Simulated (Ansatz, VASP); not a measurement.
# S: VASP beside Ansatz

```
S
1.0
     5.67805    0.00000    0.00000
     0.00000    5.67805    0.00000
     0.00000    0.00000    2.94962
S
4
Direct
  0.88171 0.88171 0.50000
  0.11829 0.11829 0.50000
  0.38171 0.61829 0.00000
  0.61829 0.38171 0.00000
```

Alike in both runs: functional PBE; k mesh 1 × 1 × 2; occupations gaussian, width 0.1 eV; no spin polarisation.

Ansatz relaxed the structure, and its values are those at the end. VASP's run is a single point on that final structure, the one shown.

```csv
,VASP,Ansatz
version,VASP 6.6.1,Ansatz 0.2.0
potentials or method,"VASP PAW PBE potentials, release 64 (S), cutoff 520 eV","scalar-relativistic, plane waves, PAW"
valence electrons in the cell,24,24
```

```tsv
	VASP	Ansatz	Ansatz less VASP
gap on the k mesh at the Fermi level (eV)	none	none	-
rms of the force components (eV/Å)	0.136	0.001	-0.1353
```

A gap of «none» marks a metal or a gap that the smearing closes. One of these differences is far larger than is usual between the two programs; its cause wasn't traced.

The k mesh is coarse, so the values compare programs but aren't converged.
